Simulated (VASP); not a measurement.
# CuO (Cccm) in VASP: a series of runs

The runs below take CuO through single point, with PBEsol, LDA, RPBE.

Program: VASP 6.6.1. These are calculated values, not measurements. Logs are shortened: lines on timing, memory, paths and dates and some standing lists are left out, and cuts for length are marked.

**1. The cell of the first run**

It takes space group Cccm (No. 66, orthorhombic). The conventional cell has a = 3.823 Å, b = 4.135 Å, c = 5.156 Å, α = 90.00°, β = 90.00°, γ = 90.00°. Within 2.5 Å of Cu (site symmetry 2/m) lie 4 O at 1.91 Å. Within 2.6 Å of O (site symmetry 222) lie 4 Cu at 1.91 Å and 2 O at 2.58 Å.

**2. Single point, PBEsol**

Input file INCAR:

```
SYSTEM = CuO
ALGO = Normal ; EDIFF = 1E-6
ENCUT = 1340 ; GGA = PS
GGA_COMPAT = .FALSE. ; ISIF = 2
ISMEAR = -1 ; LASPH = .TRUE.
LCHARG = .FALSE. ; LREAL = .FALSE.
LWAVE = .FALSE. ; NBANDS = 33
NELM = 120 ; PREC = Accurate
SIGMA = 0.05
```

Input file KPOINTS:

```
k-points
0
G
  8 8 5
  0 0 0
```

Input file POSCAR:

```
CuO
1.0
    1.9113292800     -2.0674080000      0.0000000000
    1.9113292800      2.0674080000      0.0000000000
    0.0000000000      0.0000000000      5.1559280000
Cu O
2 2
Direct
    0.5000000000      0.0000000000      0.0000000000
    0.0000000000      0.5000000000      0.5000000000
    0.5000000000      0.5000000000      0.2500000000
    0.5000000000      0.5000000000      0.7500000000
```

Potentials or basis: VASP PAW PBE potentials, release 64 (Cu_sv_GW, O_h).

The run is started by

```sh
$ cat potpaw_PBE.64/Cu_sv_GW/POTCAR potpaw_PBE.64/O_h/POTCAR > POTCAR
$ mpirun -np 1 vasp_std > vasp.out
```

OUTCAR:

```text
SYSTEM = CuO
   EDIFF = 1E-6
   ENCUT = 1340
   GGA = PS
   ISIF = 2
   ISMEAR = -1
   LASPH = .TRUE.
   LREAL = .FALSE.
   NELM = 120
   PREC = Accurate

 ion  position               nearest neighbor table
   1  0.500  0.000  0.000-   3 1.91   4 1.91   3 1.91   4 1.91
   2  0.000  0.500  0.500-   3 1.91   4 1.91   3 1.91   4 1.91
   3  0.500  0.500  0.250-   1 1.91   2 1.91   1 1.91   2 1.91
   4  0.500  0.500  0.750-   1 1.91   2 1.91   1 1.91   2 1.91

  LATTYP: Found a base centered orthorhombic cell.
 ALAT       =     3.8226585600
 B/A-ratio  =     1.0816597755
 C/A-ratio  =     1.3487806769

  Lattice vectors:

 A1 = (   1.9113292800,  -2.0674080000,   0.0000000000)
 A2 = (   1.9113292800,   2.0674080000,   0.0000000000)
 A3 = (   0.0000000000,   0.0000000000,   5.1559280000)

Analysis of symmetry for initial positions (statically):
=====================================================================
 Subroutine PRICEL returns:
 Original cell was already a primitive cell.

 Routine SETGRP: Setting up the symmetry group for a
 base centered orthorhombic supercell.

 Subroutine GETGRP returns: Found  8 space group operations
 (whereof  4 operations were pure point group operations)
 out of a pool of  8 trial point group operations.

The static configuration has the point symmetry C_2h.
 The point group associated with its full space group is D_2h.

Analysis of symmetry for dynamics (positions and initial velocities):
=====================================================================
 Subroutine PRICEL returns:
 Original cell was already a primitive cell.

 Routine SETGRP: Setting up the symmetry group for a
 base centered orthorhombic supercell.

 Subroutine GETGRP returns: Found  8 space group operations
 (whereof  4 operations were pure point group operations)
 out of a pool of  8 trial point group operations.

The dynamic configuration has the point symmetry C_2h.
 The point group associated with its full space group is D_2h.

 Subroutine INISYM returns: Found  8 space group operations
 (whereof  4 operations are pure point group operations),
 and found     1 'primitive' translations

----------------------------------------------------------------------------------------

                                     Primitive cell

  volume of cell :      40.7473

  direct lattice vectors                    reciprocal lattice vectors
     1.911329280 -2.067408000  0.000000000     0.261598043 -0.241848730  0.000000000
     1.911329280  2.067408000  0.000000000     0.261598043  0.241848730  0.000000000
     0.000000000  0.000000000  5.155928000     0.000000000  0.000000000  0.193951506

  length of vectors
     2.815555976  2.815555976  5.155928000     0.356264431  0.356264431  0.193951506

  position of ions in fractional coordinates (direct lattice)
     0.500000000  0.000000000  0.000000000
     0.000000000  0.500000000  0.500000000
     0.500000000  0.500000000  0.250000000
     0.500000000  0.500000000  0.750000000

  ion indices of the primitive-cell ions
   primitive index   ion index
                 1           1
                 2           2
                 3           3
                 4           4

----------------------------------------------------------------------------------------

 KPOINTS: k-points

Automatic generation of k-mesh.
 Grid dimensions read from file:
 generate k-points for:    8    8    5

 Generating k-lattice:

  Cartesian coordinates                     Fractional coordinates (reciprocal lattice)
     0.032699755 -0.030231091  0.000000000     0.125000000  0.000000000  0.000000000
     0.032699755  0.030231091  0.000000000     0.000000000  0.125000000  0.000000000
     0.000000000  0.000000000  0.038790301     0.000000000  0.000000000  0.200000000

  Length of vectors
     0.044533054  0.044533054  0.038790301

  Shift w.r.t. Gamma in fractional coordinates (k-lattice)
     0.000000000  0.000000000  0.000000000

 Subroutine IBZKPT returns following result:
 ===========================================

 Found     63 irreducible k-points:

 Following reciprocal coordinates:
            Coordinates               Weight
  0.000000  0.000000  0.000000      1.000000
  0.125000  0.000000  0.000000      4.000000
  0.250000  0.000000  0.000000      4.000000
  0.375000 -0.000000  0.000000      4.000000
  0.500000  0.000000  0.000000      2.000000
  0.125000  0.125000  0.000000      2.000000
[... 16 lines left out ...]
  0.125000  0.000000  0.200000      8.000000
  0.250000  0.000000  0.200000      8.000000
 [... further k-points ...]
   k-points           NKPTS =     63   k-points in BZ     NKDIM =     63   number of bands    NBANDS=     33
   number of dos      NEDOS =    301   number of ions     NIONS =      4
   total plane-waves  NPLWV =  82944
   dimension x,y,z NGX =    36 NGY =   36 NGZ =   64
   dimension x,y,z NGXF=    72 NGYF=   72 NGZF=  128
   ions per type =               2   2
   NGX,Y,Z   is equivalent  to a cutoff of  21.26, 21.26, 20.64 a.u.
   NGXF,Y,Z  is equivalent  to a cutoff of  42.51, 42.51, 41.27 a.u.
 SYSTEM =  CuO
   PREC   = accura    normal or accurate (medium, high low for compatibility)
   ISTART =      0    job   : 0-new  1-cont  2-samecut
   ICHARG =      2    charge: 1-file 2-atom 10-const
   ISPIN  =      1    spin polarized calculation?
   LNONCOLLINEAR =      F non collinear calculations
   LSORBIT =      F    spin-orbit coupling
   LASPH  =      T    aspherical Exc in radial PAW
   ENCUT  = 1340.0 eV  98.49 Ry    9.92 a.u.   8.40  8.40 15.39*2*pi/ulx,y,z
   NELM   =    120;   NELMIN=  2; NELMDL= -5     # of ELM steps
   EDIFF  = 0.1E-05   stopping-criterion for ELM
   LREAL  =      F    real-space projection
   EDIFFG = 0.1E-04   stopping-criterion for IOM
   NSW    =      0    number of steps for IOM
   IBRION =     -1    ionic relax: 0-MD 1-quasi-New 2-CG
   NFREE  =      0    steps in history (QN), initial steepest desc. (CG)
   ISIF   =      2    stress and relaxation
   ISYM   =      2    0-nonsym 1-usesym 2-fastsym
   POTIM  = 0.5000    time-step for ionic-motion
   TEBEG  =    0.0;   TEEND  =   0.0 temperature during run
   PSTRESS=    0.0 pullay stress
   NELECT =      50.0000    total number of electrons
   NUPDOWN=      -1.0000    fix difference up-down
   EMIN   =  10.00;   EMAX   =-10.00  energy-range for DOS
   EFERMI =   0.00;   METHOD = LEGACY
   ISMEAR =    -1;   SIGMA  =   0.05  broadening in eV -4-tet -1-fermi 0-gaus
   EFERMI_NEDOS =   21; number of points for ismear=-14 and -15
   IALGO  =     38    algorithm
   IMIX   =      4    mixing-type and parameters
     AMIX     =   0.40;   BMIX     =  1.00
     AMIX_MAG =   1.60;   BMIX_MAG =  1.00
  volume/ion in A,a.u.               =      10.19        68.74
  Fermi-wavevector in a.u.,A,eV,Ry     =   1.752664  3.312055 41.794796  3.071831
  Thomas-Fermi vector in A             =   2.822950
   LORBIT       =      0    0 simple, 1 ext, 2 COOP (PROOUT), +10 PAW based schemes
   GGA     = PS    functional components
   LHFCALC =     F    Hartree Fock is set to
   AEXX    =    0.0000 exact exchange contribution
   IVDW    =     0    specifies the selected vdW correction
   LEPSILON=     F    determine dielectric tensor
   LRPA    =     F    only Hartree local field effects (RPA)
 non-spin polarized calculation
  energy-cutoff  :     1340.00
  volume of cell :       40.75
 maximum number of plane-waves:      4572
 NGX is ok and might be reduce to    36
   NGX = 17   NGY = 17   NGZ = 31

 number of electron      49.9999993 magnetization

 Free energy of the ion-electron system (eV)
  ---------------------------------------------------
  ext. energy  EPLUGINS =         0.00000000
  ---------------------------------------------------
  free energy    TOTEN  =       -21.63652421 eV

  energy without entropy =      -21.61768200  energy(sigma->0) =      -21.62710310

 E-fermi :   6.1714     XC(G=0): -12.4596

 val. band max:        6.1581993116   @ k =   0.1250   0.1250   0.2000
 cond. band min:       6.1896568982   @ k =   0.5000   0.3750   0.4000
 fundamental gap:      0.0314575866
 Fermi energy:         6.1713919074

 k-point     1 :       0.0000    0.0000    0.0000
  band No.  band energies     occupation
      1    -106.4797      2.00000
      2    -106.4792      2.00000
      3     -64.1229      2.00000
      4     -64.1226      2.00000
      5     -64.0855      2.00000
      6     -64.0776      2.00000
[... 25 lines left out ...]
     32      21.4045      0.00000
     33      21.5944      0.00000

 k-point     2 :       0.1250    0.0000    0.0000
  band No.  band energies     occupation
      1    -106.4795      2.00000
      2    -106.4791      2.00000
      3     -64.1258      2.00000
      4     -64.1226      2.00000
      5     -64.0849      2.00000
      6     -64.0777      2.00000
[... 25 lines left out ...]
     32      21.5716      0.00000
     33      21.6291      0.00000

 k-point     3 :       0.2500    0.0000    0.0000
  band No.  band energies     occupation
      1    -106.4791      2.00000
      2    -106.4787      2.00000
      3     -64.1330      2.00000
      4     -64.1222      2.00000
      5     -64.0834      2.00000
      6     -64.0778      2.00000
[... 25 lines left out ...]
     32      21.3012      0.00000
     33      21.8101      0.00000

 k-point     4 :       0.3750   -0.0000    0.0000
  band No.  band energies     occupation
      1    -106.4786      2.00000
      2    -106.4784      2.00000
      3     -64.1402      2.00000
      4     -64.1218      2.00000
      5     -64.0816      2.00000
      6     -64.0784      2.00000
[... 673 lines left out ...]
     32      21.5451      0.00000
     33      21.6336      0.00000

 k-point    23 :       0.1250    0.0000    0.2000
  band No.  band energies     occupation
      1    -106.4795      2.00000
      2    -106.4791      2.00000
      3     -64.1258      2.00000
      4     -64.1226      2.00000
      5     -64.0842      2.00000
      6     -64.0784      2.00000
[... 25 lines left out ...]
     32      20.6566      0.00000
     33      22.1565      0.00000

 k-point    24 :       0.2500    0.0000    0.2000
  band No.  band energies     occupation
      1    -106.4790      2.00000
      2    -106.4788      2.00000
      3     -64.1330      2.00000
      4     -64.1222      2.00000
      5     -64.0829      2.00000
      6     -64.0784      2.00000
[... 25 lines left out ...]
     32      20.8083      0.00000
     33      22.4537      0.00000

 [... further k-points ...]

------------------------ aborting loop because EDIFF is reached ----------------------------------------

  FORCE on cell =-STRESS in cart. coord.  units (eV):
  Direction    XX          YY          ZZ          XY          YZ          ZX
  --------------------------------------------------------------------------------------
  -------------------------------------------------------------------------------------
  Total        1.7810502      1.7283144      0.9616270      0.0000000      0.0000000      0.0000000
  in kB       70.0306581     67.9570906     37.8110445      0.0000000      0.0000000      0.0000000
  external PRESSURE =      58.5995977 kB  Pullay stress =       0.0000000 kB

 VOLUME and BASIS-vectors are now :
 -----------------------------------------------------------------------------
  energy-cutoff  :     1340.00
  volume of cell :       40.75
      direct lattice vectors                 reciprocal lattice vectors
     1.911329280 -2.067408000  0.000000000     0.261598043 -0.241848730  0.000000000
     1.911329280  2.067408000  0.000000000     0.261598043  0.241848730  0.000000000
     0.000000000  0.000000000  5.155928000     0.000000000  0.000000000  0.193951506

 POSITION                                       TOTAL-FORCE (eV/Angst)
 -----------------------------------------------------------------------------------
      0.95566     -1.03370      0.00000         0.000000      0.000000      0.000000
      0.95566      1.03370      2.57796        -0.000000      0.000000      0.000000
      1.91133      0.00000      1.28898        -0.000000     -0.000000      0.000000
      1.91133      0.00000      3.86695        -0.000000     -0.000000     -0.000000
 -----------------------------------------------------------------------------------
    total drift:                                0.000000     -0.000000     -0.000000

  FREE ENERGIE OF THE ION-ELECTRON SYSTEM (eV)
  ---------------------------------------------------
  free  energy   TOTEN  =       -21.6365242082 eV

  energy  without entropy=      -21.6176820010  energy(sigma->0) =      -21.62710310
```

It took 5 min on 1 thread of Intel Xeon Platinum 8375C at 2.90GHz (Ice Lake), shared host; peak memory 0.51 GiB.

Results:

- Free energy: -21.6365 eV
- Pressure: 5.9 GPa
- Band gap on the k mesh: zero (bands 25 and 26 overlap by 0.88 eV)

Caveat: the cell stands under pressure; the PAW data sets were made with another functional, which shifts forces and pressure a little; semilocal functionals often make such compounds metallic where correlation or magnetic order opens a gap, which also shifts bond lengths.

**3. Single point, LDA**

This run uses another cell than the first one, of 11.72 Å³/atom.

Input file INCAR:

```
SYSTEM = CuO
ALGO = Normal
EDIFF = 1E-6
ENCUT = 820
GGA_COMPAT = .FALSE.
ISIF = 2
ISMEAR = -1
LASPH = .TRUE.
LCHARG = .FALSE.
LREAL = .FALSE.
LWAVE = .FALSE.
NBANDS = 33
NELM = 120
PREC = Accurate
SIGMA = 0.05
```

Input file KPOINTS:

```
k-points
0
G
  9 9 5
  0 0 0
```

Input file POSCAR:

```
CuO
1.0
    2.0300165018     -2.1957871937      0.0000000000
    2.0300165018      2.1957871937      0.0000000000
    0.0000000000      0.0000000000      5.2570503003
Cu O
2 2
Direct
    0.5000000000      0.0000000000      0.0000000000
    0.0000000000      0.5000000000      0.5000000000
    0.5000000000      0.5000000000      0.2500000000
    0.5000000000      0.5000000000      0.7500000000
```

Potentials or basis: VASP PAW LDA potentials, release 64 (Cu_sv_GW, O).

The run is started by

```sh
$ cat potpaw_LDA.64/Cu_sv_GW/POTCAR potpaw_LDA.64/O/POTCAR > POTCAR
$ mpirun -np 1 vasp_std > vasp.out
```

OUTCAR:

```text
SYSTEM = CuO
   EDIFF = 1E-6
   ENCUT = 820
   ISIF = 2
   ISMEAR = -1
   LASPH = .TRUE.
   LREAL = .FALSE.
   NELM = 120
   PREC = Accurate

 ion  position               nearest neighbor table
   1  0.500  0.000  0.000-   3 1.99   4 1.99   3 1.99   4 1.99
   2  0.000  0.500  0.500-   3 1.99   4 1.99   3 1.99   4 1.99
   3  0.500  0.500  0.250-   1 1.99   2 1.99   1 1.99   2 1.99
   4  0.500  0.500  0.750-   1 1.99   2 1.99   1 1.99   2 1.99

  LATTYP: Found a base centered orthorhombic cell.
 ALAT       =     4.0600330036
 B/A-ratio  =     1.0816597756
[... 1064 lines left out ...]
  --------------------------------------------------------------------------------------
  -------------------------------------------------------------------------------------
  Total       -4.5881383     -5.4032533     -6.9722986      0.0000000      0.0000000      0.0000000
  in kB     -156.8502237   -184.7157675   -238.3551918      0.0000000      0.0000000      0.0000000
  external PRESSURE =    -193.3070610 kB  Pullay stress =       0.0000000 kB

 VOLUME and BASIS-vectors are now :
 -----------------------------------------------------------------------------
  energy-cutoff  :      820.00
  volume of cell :       46.87
      direct lattice vectors                 reciprocal lattice vectors
     2.030016502 -2.195787194  0.000000000     0.246303417 -0.227708770  0.000000000
     2.030016502  2.195787194  0.000000000     0.246303417  0.227708770  0.000000000
     0.000000000  0.000000000  5.257050300     0.000000000  0.000000000  0.190220740

 POSITION                                       TOTAL-FORCE (eV/Angst)
 -----------------------------------------------------------------------------------
      1.01501     -1.09789      0.00000        -0.000000      0.000000      0.000000
      1.01501      1.09789      2.62853         0.000000     -0.000000      0.000000
      2.03002      0.00000      1.31426         0.000000     -0.000000      0.000000
      2.03002      0.00000      3.94279         0.000000      0.000000      0.000000
 -----------------------------------------------------------------------------------
    total drift:                                0.000000     -0.000000     -0.000000

  FREE ENERGIE OF THE ION-ELECTRON SYSTEM (eV)
  ---------------------------------------------------
  free  energy   TOTEN  =       -23.2985872865 eV

  energy  without entropy=      -23.2787441899  energy(sigma->0) =      -23.28866574
```

stdout:

```text
POSCAR found type information on POSCAR CuO
 POSCAR found :  2 types and       4 ions
 scaLAPACK will be used
 LDA part: xc-table for (Slater(with rela. corr.)+CA(PZ))
 , standard interpolation
 POSCAR, INCAR and KPOINTS ok, starting setup
 FFT: planning ... GRIDC
 FFT: planning ... GRID_SOFT
 FFT: planning ... GRID
 WAVECAR not read
 entering main loop
```

It took 2.3 min on 1 thread of AMD EPYC 9R45 (Zen 5), shared host; peak memory 0.3 GiB.

What came out:

* Free energy: -23.2986 eV
* Pressure: -19.3 GPa
* Band gap on the k mesh: zero (bands 25 and 26 overlap by 0.82 eV)

Caveat: the stress differs along the axes, from -24 to -16 GPa; semilocal functionals often make such compounds metallic where correlation or magnetic order opens a gap, which also shifts bond lengths. With open d or f shells a metallic result of LDA can be an artefact of self-interaction; +U or a hybrid may open a gap.

(Continued in part 2 of 2.)

The gap in the log of VASP goes by the Fermi energy; the results here count the filled bands.